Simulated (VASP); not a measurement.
Input of a VASP 6.6.1 run:

File INCAR:

```
SYSTEM = BN
ALGO = Normal
EDIFF = 1E-6
ENCUT = 520
GGA = CA
ISIF = 2
ISMEAR = 0
LASPH = .True.
LCHARG = .False.
LREAL = .False.
LWAVE = .False.
NBANDS = 26
NELM = 100
PREC = Accurate
SIGMA = 0.02
```

Contents of KPOINTS:

```
k-points
0
Gamma
  6 6 10
  0 0 0
```

File POSCAR:

```
BN
1.0
    4.3667508250      0.0000000000      0.0000000000
    0.0000000000      4.3667508250      0.0000000000
    0.0000000000      0.0000000000      2.5207464853
B N
4 4
Direct
    0.1740566984      0.8259433016      0.5000000000
    0.3259433016      0.3259433016      0.0000000000
    0.6740566984      0.6740566984      0.0000000000
    0.8259433016      0.1740566984      0.5000000000
    0.8122907344      0.8122907344      0.5000000000
    0.3122907344      0.6877092656      0.0000000000
    0.6877092656      0.3122907344      0.0000000000
    0.1877092656      0.1877092656      0.5000000000
```

Potentials or basis: VASP PAW LDA potentials, release 64 (B, N).

Command:

```bash
$ cat potpaw_LDA.64/B/POTCAR potpaw_LDA.64/N/POTCAR > POTCAR
$ mpirun -np 1 vasp_std > vasp.out
```

(1) What does it give for the largest force?

(2) Estimate the pressure.

(3) What does it give for the band gap on the k mesh?

## Answers

(1) 0.008 eV/Å.

(2) 1.1 GPa.

(3) 4.56 eV (least direct gap 5.70 eV).
